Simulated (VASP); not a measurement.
Input of a VASP 6.6.1 run:

The input INCAR:

```
PREC = Accurate
ENCUT = 520
EDIFF = 1E-8
ISMEAR = -1
SIGMA = 0.08
LREAL = False
LASPH = True
NELM = 80
ALGO = Normal
ISIF = 2
LWAVE = False
LCHARG = False
LEFG = True
NBANDS = 11
```

File KPOINTS:

```
Automatic mesh
0
Gamma
  11 11 11
```

POSCAR

```
Si
1.0
    0.0000000000      2.7063880927      2.7063880927
    2.7063880927      0.0000000000      2.7063880927
    2.7063880927      2.7063880927      0.0000000000
Si
2
Direct
    0.5000000000      0.5000000000      0.5000000000
    0.7500000000      0.7500000000      0.7500000000
```

Potentials or basis: VASP PAW LDA potentials, release 64 (Si).

Command:

```console
$ cat potpaw_LDA.64/Si/POTCAR > POTCAR
$ mpirun -np 1 vasp_std > vasp.out
```

Problem. What does it give for the pressure?

Solution. -0.5 GPa.

Problem. Estimate the band gap on the k mesh.

Solution. 0.47 eV, indirect (least direct gap 2.53 eV).

Caveat: without QUAD_EFG the Cq values of the log hold for a quadrupole moment of 1 mb, not for the nuclei. A k mesh can miss the band edges.
